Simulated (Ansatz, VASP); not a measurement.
One calculation of Ag, two programs

File INCAR:

```
SYSTEM = Ag
PREC = Accurate ; ENCUT = 520
EDIFF = 1E-6 ; ISMEAR = -1
SIGMA = 0.1 ; LREAL = .FALSE.
LASPH = .TRUE. ; NELM = 100
ALGO = Normal ; ISIF = 2
LWAVE = .FALSE. ; LCHARG = .FALSE.
GGA = PS ; NBANDS = 12
```

File KPOINTS:

```
regular mesh
0
G
  16 16 16
  0 0 0
```

POSCAR

```
Ag
1.0
    0.0000000000      1.9425846734      1.9425846734
    1.9425846734      0.0000000000      1.9425846734
    1.9425846734      1.9425846734      0.0000000000
Ag
1
Direct
    0.0000000000      0.0000000000      0.0000000000
```

Input for Ansatz:

```yaml
crystal:
  lattice:
    - [0.0, 1.9425846734, 1.9425846734]
    - [1.9425846734, 0.0, 1.9425846734]
    - [1.9425846734, 1.9425846734, 0.0]
  atoms:
    - { symbol: Ag, position: [0.0, 0.0, 0.0] }
kpoints:
  mp_grid: { grid: [16, 16, 16] }
  band_path:
    path:
      - [0.0, 0.0, 0.0]
      - [0.5, 0.0, 0.5]
      - [0.625, 0.25, 0.625]
      - [0.375, 0.375, 0.75]
      - [0.0, 0.0, 0.0]
      - [0.5, 0.5, 0.5]
      - [0.5, 0.25, 0.75]
      - [0.5, 0.0, 0.5]
    npoints: 8
scf:
  occupations: { method: fermi_dirac, width: 0.1 }
hamiltonian:
  xc: pbesol
  pseudopotentials: { kind: paw }
output:
  forces: true
  stress: true
  eigenvalues: true
  populations: true
  dos: { projected: true, de: 0.2, e_range: [-14, 8] }
```

Change from the starting cell: volume scaled by 0.88, PAW files.

Alike in both runs: task single point; functional PBEsol; k mesh 16 × 16 × 16; occupations fermi-dirac, width 0.1 eV; no spin polarisation.

|  | VASP | Ansatz |
| --- | --- | --- |
| version | VASP 6.6.1 | Ansatz 0.2.0 |
| potentials or method | VASP PAW PBE potentials, release 64 (Ag) | PAW with Ansatz's default frozen-core files, scalar-relativistic |
| plane-wave cutoff (eV) | 520 | 420 |
| valence electrons in the cell | 11 | 19 |

Ansatz gave:

- pressure (GPa): 21.9

Q: What did VASP give for the same quantities?

A: Pressure (GPa): 21.4.

VASP's potentials were made for PBE, not for PBEsol. VASP's potentials hold 11 valence electrons a cell and Ansatz's 19, so a difference there can come from the potentials and not from the codes.
